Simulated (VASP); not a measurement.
LaZn:

```
La Zn
1.0
     3.75000    0.00000    0.00000
     0.00000    3.75000    0.00000
     0.00000    0.00000    3.75000
La Zn
1 1
Direct
  0.50000 0.50000 0.50000
  0.00000 0.00000 0.00000
```

| Property | Result |
| --- | --- |
| Program | VASP 6.6.1 |
| Task | relaxation of cell and atoms |
| Functional | LDA |
| Potentials or basis | VASP PAW LDA potentials, release 64 (La, Zn) |
| Cutoff | 600 eV |
| k mesh | 12 × 12 × 12 |
| Occupations | fermi-dirac, width 0.05 eV |
| Spin | no spin polarisation |

At the start: pressure -4.2 GPa; volume 26.37 Å³/atom.

**Question.** How do energy, volume and symmetry change on relaxing?

**Answer.** Over 6 steps the energy falls by 30.1 meV/atom and the volume is 24.21 Å³/atom (-8.2 %); space group Pm-3m (No. 221, to 0.1 Å) before and after.

The path:
| step | energy change (eV) | largest force (eV/Å) | pressure (GPa) | volume (Å³) |
| --- | --- | --- | --- | --- |
| 1 | 0.0000 | 0.0000 | -4.21 | 52.73 |
| 2 | -0.0576 | 0.0000 | 1.03 | 47.62 |
| 3 | -0.0601 | 0.0000 | -0.03 | 48.44 |
| 4 | -0.0601 | 0.0000 | 0.10 | 48.35 |
| 5 | -0.0601 | 0.0000 | -0.04 | 48.46 |
| 6 | -0.0601 | 0.0000 | -0.01 | 48.43 |

Final structure:
```
La Zn
1.0
     3.64502    0.00000    0.00000
     0.00000    3.64502    0.00000
     0.00000    0.00000    3.64502
La Zn
1 1
Cartesian
  1.8225 1.8225 1.8225
  0.0000 0.0000 0.0000
```
